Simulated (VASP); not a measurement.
# Ti in VASP: notebook

Runs on Ti. Level: PBE. Tasks: single point.

Program: VASP 6.6.1. These are calculated values, not measurements. Logs are shortened: lines on timing, memory, paths and dates and some standing lists are left out, and cuts for length are marked.

## 1. The cell of the first run

The cell holds a disordered packing, 22 atoms: a = 7.405 Å, b = 7.268 Å, c = 7.433 Å, α = 95.87°, β = 91.79°, γ = 89.58°.

## 2. Single point, PBE

INCAR

```
SYSTEM = Ti
ALGO = Normal ; EDIFF = 1E-6
ENCUT = 400 ; GGA = PE
GGA_COMPAT = .FALSE. ; ISIF = 2
ISMEAR = -1 ; ISYM = -1
LASPH = .TRUE. ; LCHARG = .FALSE.
LREAL = Auto ; LWAVE = .FALSE.
NBANDS = 149 ; NELM = 120
PREC = Accurate ; SIGMA = 0.181
```

KPOINTS

```
explicit points
1
Reciprocal
  0.25000000   0.25000000   0.25000000 1
```

POSCAR

```
Ti
1.0
    7.4036360000      0.0242520000     -0.1156530000
    0.0242520000      7.2584860000     -0.3764210000
   -0.1156530000     -0.3764210000      7.4221130000
Ti
22
Direct
    0.6151510791     -0.0040919218      0.1809848196
    0.6836526771      0.8486077290      0.5831323577
    0.3504853144      0.4837122980      0.8399927548
    0.6731960898      0.3140019551      0.8741838176
    0.9697199150      0.8318841332      0.3322449651
    0.0807634418      0.8804835884      0.6651155873
    0.2146212095      0.5350581042      0.1808473804
    0.9741018683      0.4986310084      0.4881452204
    0.0440200896      0.8594100853      0.9926429386
    0.4299908250      0.7656548925      0.8838440359
    0.3306798717      0.6394584138      0.5272197681
    0.8126899447      0.6130186340      0.8028019942
    0.4180558862      0.1625041870      0.6631618794
    0.8323503663      0.2115177414      0.5410742920
    0.1813178531      0.1839153196      0.4156199915
    0.0408721157      0.2806507384      0.8081209238
    0.5810122974      0.6094719003      0.1752611200
    0.3115976339      0.1756297226      0.0301490852
    0.7856263990     -0.0091203842      0.8697889598
    0.5754233046      0.3727355129      0.4159881298
    0.9072147578      0.2321447779      0.1967939962
    0.3181448634      0.8826686723      0.2310812881
```

Potentials or basis: VASP PAW PBE potentials, release 64 (Ti_sv).

Launch:

```bash
> cat potpaw_PBE.64/Ti_sv/POTCAR > POTCAR
> mpirun -np 1 vasp_std > vasp.out
```

OUTCAR:

```text
SYSTEM = Ti
   EDIFF = 1E-6
   ENCUT = 400
   GGA = PE
   ISIF = 2
   ISMEAR = -1
   ISYM = -1
   LASPH = .TRUE.
   LREAL = Auto
   NELM = 120
   PREC = Accurate

 ion  position               nearest neighbor table
   1  0.615  0.996  0.181-  22 2.41  19 2.67  21 2.76  17 2.82  18 2.85
   2  0.684  0.849  0.583-  19 2.37  12 2.64   5 2.86  14 2.92
   3  0.350  0.484  0.840-  10 2.13  13 2.61  11 2.69   4 2.70  16 2.73   7 2.74  18 2.79
   4  0.673  0.314  0.874-  19 2.48  12 2.52  13 2.59   3 2.70  16 2.79  14 2.80
   5  0.970  0.832  0.332-   6 2.57   9 2.63  22 2.75   8 2.79   2 2.86
   6  0.081  0.880  0.665-   9 2.48   5 2.57  11 2.69  19 2.77
   7  0.215  0.535  0.181-  22 2.63  11 2.72   3 2.74  17 2.77  18 2.83
   8  0.974  0.499  0.488-  14 2.42  12 2.71  15 2.76  21 2.79   5 2.79  11 2.83
   9  0.044  0.859  0.993-  19 2.33   6 2.48   5 2.63  22 2.65  12 2.74
  10  0.430  0.766  0.884-   3 2.13  17 2.75  22 2.78  11 2.79
  11  0.331  0.639  0.527-   3 2.69   6 2.69   7 2.72  20 2.73  10 2.79   8 2.83
  12  0.813  0.613  0.803-   4 2.52   2 2.64   8 2.71   9 2.74  19 2.75
  13  0.418  0.163  0.663-  15 2.52   4 2.59   3 2.61  20 2.79  18 2.85
  14  0.832  0.212  0.541-   8 2.42  20 2.44  16 2.49  21 2.65  15 2.77   4 2.80   2 2.92
  15  0.181  0.184  0.416-  13 2.52  21 2.61  22 2.67   8 2.76  14 2.77
  16  0.041  0.281  0.808-  14 2.49  18 2.71   3 2.73   4 2.79  19 2.92
  17  0.581  0.609  0.175-  20 2.61  10 2.75   7 2.77  22 2.78   1 2.82
  18  0.312  0.176  0.030-  16 2.71  22 2.72   3 2.79   7 2.83   1 2.85  13 2.85
  19  0.786  0.991  0.870-   9 2.33   2 2.37   4 2.48   1 2.67  12 2.75   6 2.77  16 2.92
  20  0.575  0.373  0.416-  14 2.44  17 2.61  11 2.73  13 2.79
  21  0.907  0.232  0.197-  15 2.61  14 2.65   1 2.76   8 2.79
  22  0.318  0.883  0.231-   1 2.41   7 2.63   9 2.65  15 2.67  18 2.72   5 2.75  17 2.78  10 2.78

IMPORTANT INFORMATION: All symmetrisations will be switched off!
NOSYMM: (Re-)initialisation of all symmetry stuff for point group C_1.

----------------------------------------------------------------------------------------

                                     Primitive cell

  volume of cell :     397.7099

  direct lattice vectors                    reciprocal lattice vectors
     7.403636000  0.024252000 -0.115653000     0.135102507 -0.000343132  0.002087795
     0.024252000  7.258486000 -0.376421000    -0.000343132  0.138133954  0.007000276
    -0.115653000 -0.376421000  7.422113000     0.002087795  0.007000276  0.135120081

  length of vectors
     7.404578975  7.268280398  7.432552036     0.135119073  0.138311644  0.135317401

  position of ions in fractional coordinates (direct lattice)
     0.615151079  0.995908078  0.180984820
     0.683652677  0.848607729  0.583132358
     0.350485314  0.483712298  0.839992755
     0.673196090  0.314001955  0.874183818
     0.969719915  0.831884133  0.332244965
     0.080763442  0.880483588  0.665115587
[... 14 lines left out ...]
     0.907214758  0.232144778  0.196793996
     0.318144863  0.882668672  0.231081288

  ion indices of the primitive-cell ions
   primitive index   ion index
                 1           1
                 2           2
                 3           3
                 4           4
                 5           5
                 6           6
[... 14 lines left out ...]
                21          21
                22          22

----------------------------------------------------------------------------------------

 KPOINTS: explicit points

Read explicit list of k-points.

 Found      1 k-points:

 Following reciprocal coordinates:
            Coordinates               Weight
  0.250000  0.250000  0.250000      1.000000
   k-points           NKPTS =      1   k-points in BZ     NKDIM =      1   number of bands    NBANDS=    149
   number of dos      NEDOS =    301   number of ions     NIONS =     22
   total plane-waves  NPLWV = 110592
   dimension x,y,z NGX =    48 NGY =   48 NGZ =   48
   dimension x,y,z NGXF=    96 NGYF=   96 NGZF=   96
   ions per type =              22
   NGX,Y,Z   is equivalent  to a cutoff of  10.78, 10.98, 10.74 a.u.
   NGXF,Y,Z  is equivalent  to a cutoff of  21.55, 21.96, 21.47 a.u.
 SYSTEM =  Ti
   PREC   = accura    normal or accurate (medium, high low for compatibility)
   ISTART =      0    job   : 0-new  1-cont  2-samecut
   ICHARG =      2    charge: 1-file 2-atom 10-const
   ISPIN  =      1    spin polarized calculation?
   LNONCOLLINEAR =      F non collinear calculations
   LSORBIT =      F    spin-orbit coupling
   LASPH  =      T    aspherical Exc in radial PAW
   ENCUT  =  400.0 eV  29.40 Ry    5.42 a.u.  12.07 11.85 12.12*2*pi/ulx,y,z
   NELM   =    120;   NELMIN=  2; NELMDL= -5     # of ELM steps
   EDIFF  = 0.1E-05   stopping-criterion for ELM
   LREAL  =      T    real-space projection
   EDIFFG = 0.1E-04   stopping-criterion for IOM
   NSW    =      0    number of steps for IOM
   IBRION =     -1    ionic relax: 0-MD 1-quasi-New 2-CG
   NFREE  =      0    steps in history (QN), initial steepest desc. (CG)
   ISIF   =      2    stress and relaxation
   ISYM   =     -1    0-nonsym 1-usesym 2-fastsym
   POTIM  = 0.5000    time-step for ionic-motion
   TEBEG  =    0.0;   TEEND  =   0.0 temperature during run
   PSTRESS=    0.0 pullay stress
   NELECT =     264.0000    total number of electrons
   NUPDOWN=      -1.0000    fix difference up-down
   EMIN   =  10.00;   EMAX   =-10.00  energy-range for DOS
   EFERMI =   0.00;   METHOD = LEGACY
   ISMEAR =    -1;   SIGMA  =   0.18  broadening in eV -4-tet -1-fermi 0-gaus
   EFERMI_NEDOS =   21; number of points for ismear=-14 and -15
   IALGO  =     38    algorithm
   IMIX   =      4    mixing-type and parameters
     AMIX     =   0.40;   BMIX     =  1.00
     AMIX_MAG =   1.60;   BMIX_MAG =  1.00
  volume/ion in A,a.u.               =      18.08       121.99
  Fermi-wavevector in a.u.,A,eV,Ry     =   1.428085  2.698689 27.748077  2.039426
  Thomas-Fermi vector in A             =   2.548185
   LORBIT       =      0    0 simple, 1 ext, 2 COOP (PROOUT), +10 PAW based schemes
   GGA     = PE    functional components
   LHFCALC =     F    Hartree Fock is set to
   AEXX    =    0.0000 exact exchange contribution
   IVDW    =     0    specifies the selected vdW correction
   LEPSILON=     F    determine dielectric tensor
   LRPA    =     F    only Hartree local field effects (RPA)
 non-spin polarized calculation
  energy-cutoff  :      400.00
  volume of cell :      397.71
 maximum number of plane-waves:      7222
 NGX is ok and might be reduce to    48
   NGX = 25   NGY = 23   NGZ = 25

 number of electron     264.0000031 magnetization

 Free energy of the ion-electron system (eV)
  ---------------------------------------------------
  ext. energy  EPLUGINS =         0.00000000
  ---------------------------------------------------
  free energy    TOTEN  =      -164.87963693 eV

  energy without entropy =     -161.17440272  energy(sigma->0) =     -163.02701983

 E-fermi :   7.6773     XC(G=0): -11.2059

 val. band max:        7.6663749359   @ k =   0.2500   0.2500   0.2500
 cond. band min:       7.7039368363   @ k =   0.2500   0.2500   0.2500
 fundamental gap:      0.0375619004
 Fermi energy:         7.6773414675

 k-point     1 :       0.2500    0.2500    0.2500
  band No.  band energies     occupation
      1     -49.0574      2.00000
      2     -49.0449      2.00000
      3     -49.0094      2.00000
      4     -49.0019      2.00000
      5     -48.9523      2.00000
      6     -48.9406      2.00000
[... 136 lines left out ...]
    143       8.2539      0.07945
    144       8.3288      0.05323
 [bands above 144 left out]

------------------------ aborting loop because EDIFF is reached ----------------------------------------

  FORCE on cell =-STRESS in cart. coord.  units (eV):
  Direction    XX          YY          ZZ          XY          YZ          ZX
  --------------------------------------------------------------------------------------
  -------------------------------------------------------------------------------------
  Total        1.8160031      2.9854763      6.4879464      1.4989450     -1.4465467      1.6403027
  in kB        7.3157812     12.0270126     26.1367381      6.0385104     -5.8274237      6.6079708
  external PRESSURE =      15.1598440 kB  Pullay stress =       0.0000000 kB

 VOLUME and BASIS-vectors are now :
 -----------------------------------------------------------------------------
  energy-cutoff  :      400.00
  volume of cell :      397.71
      direct lattice vectors                 reciprocal lattice vectors
     7.403636000  0.024252000 -0.115653000     0.135102507 -0.000343132  0.002087795
     0.024252000  7.258486000 -0.376421000    -0.000343132  0.138133954  0.007000276
    -0.115653000 -0.376421000  7.422113000     0.002087795  0.007000276  0.135120081

 POSITION                                       TOTAL-FORCE (eV/Angst)
 -----------------------------------------------------------------------------------
      4.55758      7.17558      0.89726         0.955141      0.618627      1.019425
      5.01465      5.95668      3.92957        -0.855048     -0.272451     -2.413393
      2.50945      3.20333      6.01191        -1.191625     -0.918411     -0.120725
      4.89061      1.96644      6.29224        -0.732319     -0.103363      0.771770
      7.16120      5.93667      2.04067        -0.828455     -0.011945     -0.268361
      0.54237      6.14257      4.59579         0.446509      0.456860     -0.343463
[... 14 lines left out ...]
      6.69956      1.63294      1.26832         0.217303      0.311249     -1.377330
      2.35011      6.32757      1.34606        -0.150421     -0.610373      1.174319
 -----------------------------------------------------------------------------------
    total drift:                               -0.005642     -0.002901      0.003992

  FREE ENERGIE OF THE ION-ELECTRON SYSTEM (eV)
  ---------------------------------------------------
  free  energy   TOTEN  =      -164.8796369324 eV

  energy  without entropy=     -161.1744027249  energy(sigma->0) =     -163.02701983
```

Run time: 2.3 min. Hardware: 1 thread of AMD EPYC 9R45 (Zen 5), shared host; peak memory 0.3 GiB.

Results:

```
Free energy   : -164.8796 eV
Pressure      : 1.5 GPa
Largest force : 3.351 eV/Å
```

Forces on the atoms (eV/Å):
```
Ti   0.955  0.619  1.019
Ti  -0.855 -0.272 -2.413
Ti  -1.192 -0.918 -0.121
Ti  -0.732 -0.103  0.772
Ti  -0.828 -0.012 -0.268
Ti   0.447  0.457 -0.343
Ti  -0.872 -0.643  0.044
Ti   0.452  1.189 -0.220
Ti   1.341 -0.176  1.172
Ti   1.049  3.178  0.157
Ti   0.473  0.044 -1.233
Ti  -0.790 -0.456  0.515
Ti   0.040 -1.531 -0.108
Ti  -0.280 -2.265  0.398
Ti  -0.073  0.645  0.149
Ti   0.666  0.068  0.662
Ti   1.265 -0.168  0.028
Ti   0.207  0.012 -0.203
Ti  -0.711  0.683  0.274
Ti  -0.629 -0.052 -0.078
Ti   0.217  0.311 -1.377
Ti  -0.150 -0.610  1.174
```

Stress tensor (GPa, compression positive):
```
 0.73  0.60  0.66
 0.60  1.20 -0.58
 0.66 -0.58  2.61
```

Levels at points of the mesh, in eV from the Fermi level:
```csv
k point,band 129,band 130,band 131,band 132,band 133,band 134,band 135,band 136
"(0.25, 0.25, 0.25)",-0.21,-0.12,-0.07,-0.01,0.03,0.09,0.14,0.18
```

Caveat: the atoms stand as in a frame of molecular dynamics.

## 3. Single point, PBE

INCAR

```
SYSTEM = Ti
ALGO = Normal
EDIFF = 1E-6
ENCUT = 400
GGA = PE
GGA_COMPAT = .False.
ISIF = 2
ISMEAR = -1
ISYM = -1
LASPH = .True.
LCHARG = .False.
LREAL = Auto
LWAVE = .False.
NBANDS = 149
NELM = 120
PREC = Accurate
SIGMA = 0.181
```

KPOINTS is that of step 2.

POSCAR

```
Ti
1.0
    7.4036360000      0.0242520000     -0.1156530000
    0.0242520000      7.2584860000     -0.3764210000
   -0.1156530000     -0.3764210000      7.4221130000
Ti
22
Direct
    0.5975700030      0.0536364577      0.1510084329
    0.6343711449      0.8325592610      0.5774452256
    0.3097502786      0.4747294307      0.8656450900
    0.6077398999      0.3013277792      0.9613049608
    0.8831299026      0.8272981342      0.3716200513
    0.0627094435      0.9299453092      0.6475139194
    0.1581866740      0.5646738203      0.2032547669
    1.0006941710      0.5273168087      0.4709075978
    0.1205217386      0.8219523078      0.9803815720
    0.4931989728      0.7539156869      0.8700909886
    0.3411199683      0.6566759903      0.4806860500
    0.7842793348      0.5386149132      0.7557711964
    0.4166111499      0.1100778143      0.6413747581
    0.8595682922      0.1799094327      0.5482859585
    0.2126361866      0.1851812660      0.4130627128
    0.0361563496      0.3459085919      0.8430946616
    0.6051241026      0.5749591940      0.1897097407
    0.2620454732      0.1832521868      0.0147296756
    0.8129542613     -0.0089136741      0.8790715400
    0.5709213584      0.3626654889      0.4326760686
    0.8700855955      0.2127485614      0.1995764596
    0.3490132473      0.8672168504      0.2274889998
```

Potentials or basis: VASP PAW PBE potentials, release 64 (Ti_sv).

Launch:

```bash
> cat potpaw_PBE.64/Ti_sv/POTCAR > POTCAR
> mpirun -np 1 vasp_std > vasp.out
```

Wall time 2.3 min (1 thread of AMD EPYC 9R45 (Zen 5), shared host); peak memory 0.3 GiB.

Results (log left out):

- Free energy: -161.9180 eV
- Pressure: 3.0 GPa
- Largest force: 3.533 eV/Å

Forces in eV/Å, atoms in the order of the input:
```
Ti  -0.908 -1.793  1.952
Ti   0.748 -0.240 -1.514
Ti   1.314  1.243 -1.202
Ti   0.532  0.169 -2.011
Ti   0.617  1.091 -3.304
Ti   1.878 -1.153  0.993
Ti  -0.153 -1.314 -1.185
Ti  -1.223 -1.815  1.771
Ti  -1.238 -0.018 -0.980
Ti  -0.359  1.193  0.253
Ti  -0.166 -0.038  2.142
Ti  -0.666  1.297  0.302
Ti   0.304 -0.333  1.633
Ti  -1.501  0.256  0.309
Ti  -1.111  1.278 -0.762
Ti  -1.281 -1.216 -0.252
Ti   0.214  1.269  0.159
Ti   0.031 -1.264  1.004
Ti   0.003  0.227 -0.257
Ti   0.177 -0.355  0.130
Ti   2.444  1.174  0.053
Ti   0.341  0.344  0.766
```

Stress tensor (GPa, compression positive):
```
 4.26  0.38  0.62
 0.38  2.00 -2.97
 0.62 -2.97  2.79
```

Levels at points of the mesh, in eV from the Fermi level:
```csv
k point,band 128,band 129,band 130,band 131,band 132,band 133,band 134,band 135,band 136,band 137
"(0.25, 0.25, 0.25)",-0.24,-0.19,-0.13,-0.07,-0.05,0.03,0.07,0.15,0.18,0.25
```

Caveat: the atoms stand as in a frame of molecular dynamics.
